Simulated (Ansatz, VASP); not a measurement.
Pt in VASP and in Ansatz

```
CELL_PARAMETERS angstrom
-1.79451 1.50193 1.73599
1.32638 -1.61896 1.38489
1.79451 1.61896 -1.85303
ATOMIC_POSITIONS crystal
Pt 0.00000 0.00000 0.00000
```

Change from the starting cell: engineering shear strain xz -0.3000, engineering shear strain yz -0.0750.

Alike in both runs: task single point; functional PBEsol; k mesh 20 × 20 × 20; occupations gaussian, width 0.15 eV; no spin polarisation.

|  | VASP | Ansatz |
| --- | --- | --- |
| version | VASP 6.6.1 | Ansatz 0.2.0 |
| potentials or method | VASP PAW PBE potentials, release 64 (Pt), cutoff 520 eV | scalar-relativistic, plane waves, PAW |
| valence electrons in the cell | 10 | 18 |

|  | VASP | Ansatz | Ansatz less VASP |
| --- | --- | --- | --- |
| gap on the k mesh at the Fermi level (eV) | none | none | - |
| pressure (GPa) | 37.0 | 37.4 | +0.41 |
| traceless stress, the component that is largest in VASP (GPa) | 45.54 | 45.73 | +0.182 |

VASP's potentials were made for PBE, not for PBEsol, and Ansatz warns of the same on its side. A gap of «none» marks a metal or a gap that the smearing closes. Both programs put the cell under a high pressure, so it lies far from rest at this level. With one functional, cell and mesh, what is left measures potentials, basis and numerics. VASP's potentials hold 10 valence electrons a cell and Ansatz's 18, so a difference there can come from the potentials and not from the codes.

Neither program's run includes spin-orbit coupling.
